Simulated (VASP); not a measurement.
Input of a VASP 6.6.1 run:

File POSCAR:

```
Ti
1.0
   -1.6625945817      1.6625945817      1.6625945817
    1.6625945817     -1.6625945817      1.6625945817
    1.6625945817      1.6625945817     -1.6625945817
Ti
1
Direct
    0.0000000000      0.0000000000      0.0000000000
```

INCAR.step1

```
SYSTEM = Ti
PREC     = Accurate       ! precision mode
ENCUT    = 520            ! plane-wave cutoff, eV
EDIFF    = 1E-5           ! SCF threshold, eV
ISMEAR   = -1             ! smearing method
SIGMA    = 0.05           ! smearing width, eV
LREAL    = .FALSE.        ! projectors in reciprocal space
LASPH    = .TRUE.         ! aspherical terms in the spheres
NELM     = 60             ! most SCF steps
ALGO     = Normal         ! electronic algorithm
ISIF     = 2              ! what is computed and relaxed
LWAVE    = .TRUE.         ! write WAVECAR
LCHARG   = .FALSE.        ! write CHGCAR
GGA      = PE             ! functional
NBANDS   = 12             ! bands
```

Contents of INCAR.step2:

```
SYSTEM = Ti
PREC     = Accurate       ! precision mode
ENCUT    = 520            ! plane-wave cutoff, eV
EDIFF    = 1E-6           ! SCF threshold, eV
ISMEAR   = -1             ! smearing method
SIGMA    = 0.05           ! smearing width, eV
LREAL    = .FALSE.        ! projectors in reciprocal space
LASPH    = .TRUE.         ! aspherical terms in the spheres
NELM     = 60             ! most SCF steps
ALGO     = Normal         ! electronic algorithm
ISIF     = 2              ! what is computed and relaxed
LWAVE    = .FALSE.        ! write WAVECAR
LCHARG   = .FALSE.        ! write CHGCAR
GGA      = B5             ! functional
LHFCALC  = .TRUE.         ! exact exchange
AEXX     = 0.5            ! exact-exchange fraction
ALDAX    = 0.5          
AGGAX    = 0.5          
AGGAC    = 1.0          
ALDAC    = 0.0          
PRECFOCK = Normal       
ISTART   = 1            
NBANDS   = 12             ! bands
```

KPOINTS

```
regular mesh
0
G
  6 6 6
  0 0 0
```

Potentials or basis: VASP PAW PBE potentials, release 64 (Ti_sv).

Launch:

```bash
$ cat potpaw_PBE.64/Ti_sv/POTCAR > POTCAR
$ cp INCAR.step1 INCAR
$ mpirun -np 1 vasp_std > vasp.out
$ cp INCAR.step2 INCAR
$ mpirun -np 1 vasp_std > vasp.out
```

Q: Predict the pressure.

A: -7.4 GPa.

Q: Estimate the band gap on the k mesh.

A: Zero (bands 6 and 7 overlap by 4.66 eV).

Caveat: the k points lie up to 0.45 Å⁻¹ apart, too coarse for converged energies and pressures of a metal; the PAW data sets were made with another functional, which shifts forces and pressure a little.
